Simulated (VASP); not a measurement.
Wanted: the native input for a VASP 6.6.1 run.

| Property | Result |
| --- | --- |
| Task | single point |
| Functional | PBE |
| Potentials or basis | VASP PAW PBE potentials, release 64 (La, B) |
| Cutoff | 520 eV |
| k mesh | 8 × 8 × 8 |
| Occupations | gaussian, width 0.05 eV |
| Spin | no spin polarisation |
| Dipole correction | no |
| Further INCAR settings | ALGO = Normal; EDIFF = 1e-07; NBANDS = 24 |

The structure of LaB6 lies in POSCAR:

```
LaB6
1.0
    4.1549734142      0.0000000000      0.0000000000
    0.0000000000      4.1549734142      0.0000000000
    0.0000000000      0.0000000000      4.1134236801
La B
1 6
Direct
    0.0000000000      0.0000000000      0.0000000000
    0.1998455931      0.5000000000      0.5000000000
    0.8001544069      0.5000000000      0.5000000000
    0.5000000000      0.5000000000      0.1998455931
    0.5000000000      0.5000000000      0.8001544069
    0.5000000000      0.1998455931      0.5000000000
    0.5000000000      0.8001544069      0.5000000000
```

These files were run (other wordings do the same):

INCAR

```
  PREC = Accurate
  ENCUT = 520
  EDIFF = 1E-7
  ISMEAR = 0
  SIGMA = 0.05
  LREAL = False
  LASPH = True
  NELM = 100
  ALGO = Normal
  ISIF = 2
  LWAVE = False
  LCHARG = False
  GGA = PE
  NBANDS = 24
```

KPOINTS

```
Automatic mesh
0
Gamma
  8 8 8
```

Potentials or basis: VASP PAW PBE potentials, release 64 (La, B).

Run with:

```bash
$ cat potpaw_PBE.64/La/POTCAR potpaw_PBE.64/B/POTCAR > POTCAR
$ mpirun -np 1 vasp_std > vasp.out
```

Results of the run:

The pressure is 1.7 GPa, the largest force is 0.066 eV/Å and the band gap on the k mesh is zero (an odd number of electrons rules out a gap without spin polarisation).

Caveat: spin-orbit coupling is left out, which moves the levels of the heavy elements.

Wall time 2 min on 1 thread of Intel(R) Xeon(R) Platinum 8488C (Sapphire Rapids), with other jobs on the host, peak memory 0.27 GiB.
